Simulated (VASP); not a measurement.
## Hf: single point with PBEsol

Hf:

```
Hf
1.0
    -1.73425    1.73425    1.73425
     1.73425   -1.73425    1.73425
     1.73425    1.73425   -1.73425
Hf
1
Direct
  0.00000 0.00000 0.00000
```

| Item | Value |
| --- | --- |
| Program | VASP 6.6.1 |
| Task | single point |
| Functional | PBEsol |
| Potentials or basis | VASP PAW PBE potentials, release 64 (Hf_pv) |
| Cutoff | 500 eV |
| k mesh | 7 × 7 × 7 |
| Occupations | fermi-dirac, width 0.02 eV |
| Spin | no spin polarisation |
| Dipole correction | no |
| Further INCAR settings | ALGO = Normal; EDIFF = 1e-06; NBANDS = 11 |

```json
{
  "Pressure": "4.8 GPa",
  "Band gap on the k mesh": "zero (band 5 reaches 6.43 eV, above the bottom of band 6 at 4.40 eV)"
}
```

Levels at points of the mesh, in eV from the Fermi level:
| k point | band 1 | band 2 | band 3 | band 4 | band 5 | band 6 | band 7 | band 8 | band 9 | band 10 |
| --- | --- | --- | --- | --- | --- | --- | --- | --- | --- | --- |
| (0.00, 0.00, 0.00) | -29.52 | -29.52 | -29.52 | -7.24 | 1.56 | 1.56 | 1.56 | 4.57 | 4.57 | 13.48 |

Run time: 3.5 s on 1 thread of Intel(R) Xeon(R) Platinum 8259CL CPU @ 2.50GHz (Skylake/Cascade Lake) (shared host), peak memory 0.14 GiB.

Caveat: the k points lie up to 0.37 Å⁻¹ apart; the PAW data sets were made with another functional, which shifts forces and pressure a little; spin-orbit coupling is left out, which moves the levels of the heavy elements.
